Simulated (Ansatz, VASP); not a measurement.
C: VASP beside Ansatz

File INCAR:

```
PREC = Accurate
ENCUT = 600
EDIFF = 1E-6
ISMEAR = 0
SIGMA = 0.01
LREAL = False
LASPH = True
NELM = 120
ALGO = Normal
ISIF = 2
LWAVE = False
LCHARG = True
GGA = PE
LELF = True
LVHAR = True
NBANDS = 11
GGA_COMPAT = False
```

KPOINTS

```
Automatic mesh
0
Gamma
  6 6 6
```

Contents of POSCAR:

```
C
1.0
    0.0000000000      1.7833700000      1.7833700000
    1.7833700000      0.0000000000      1.7833700000
    1.7833700000      1.7833700000      0.0000000000
C
2
Direct
    0.5000000000      0.5000000000      0.5000000000
    0.7500000000      0.7500000000      0.7500000000
```

Input for Ansatz:

```yaml
crystal:
  lattice:
    bravais: fcc
    a: 3.56674
  space_group: 227
  setting:
    origin_choice: 1
  atoms:
    - { symbol: C, position: [0.0, 0.0, 0.5] }
  reduce_to_primitive: true
kpoints:
  mp_grid:
    grid: [6, 6, 6]
hamiltonian:
  xc: pbe
scf:
  occupations:
    method: fixed
output:
  eigenvalues: true
```

Alike in both runs: task single point; functional PBE; k mesh 6 × 6 × 6; no spin polarisation.

|  | VASP | Ansatz |
| --- | --- | --- |
| version | VASP 6.6.1 | Ansatz 0.2.0 |
| potentials or method | VASP PAW PBE potentials, release 64 (C) | plane waves, PAW |
| plane-wave cutoff (eV) | 600 | 420 |
| occupations | gaussian, width 0.01 eV | fixed |
| valence electrons in the cell | 8 | 8 |

VASP gave:

```
gap on the k mesh at the Fermi level (eV) : 4.15
```

Task: Estimate Ansatz's values.

Result: gap on the k mesh at the Fermi level (eV): 4.16.

The k mesh is coarse, so the values compare programs but aren't converged.
